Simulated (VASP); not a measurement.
The system is PbF2 (Fluorocronite).

```xyz
3
Lattice="0.0000 2.9637 2.9637 2.9637 0.0000 2.9637 2.9637 2.9637 0.0000" Properties=species:S:1:pos:R:3 pbc="T T T"
Pb    0.0000    0.0000    0.0000
F     4.4455    4.4455    4.4455
F     1.4818    1.4818    1.4818
```

Base run:

| Quantity | Value |
| --- | --- |
| Program | VASP 6.6.1 |
| Functional | PBEsol |
| Potentials or basis | VASP PAW PBE potentials, release 64 (Pb_d, F) |
| Cutoff | 600 eV |
| k mesh | 6 × 6 × 6 |
| Occupations | fermi-dirac, width 0.05 eV |
| Spin | no spin polarisation |

Its results: band gap on the k mesh 4.33 eV, indirect (least direct gap 4.46 eV); pressure -1.3 GPa.

After a change of settings the same cell gave: band gap on the k mesh 5.76 eV, indirect (least direct gap 5.86 eV); pressure 0.8 GPa. Which change was it?
A. functional from PBEsol to HSE06; cutoff from 600 eV to 520 eV
B. functional from PBEsol to PBE; k mesh from 6 × 6 × 6 to 5 × 5 × 5
C. functional from PBEsol to revPBE; k mesh from 6 × 6 × 6 to 8 × 8 × 8
D. cutoff from 600 eV to 520 eV; k mesh from 6 × 6 × 6 to 8 × 8 × 8

A.

HSE06 gives the wider gap, since exact exchange removes part of the self-interaction.

Caveats: the PAW data sets were made with another functional, which shifts forces and pressure a little; spin-orbit coupling is left out, which moves the levels of the heavy elements.
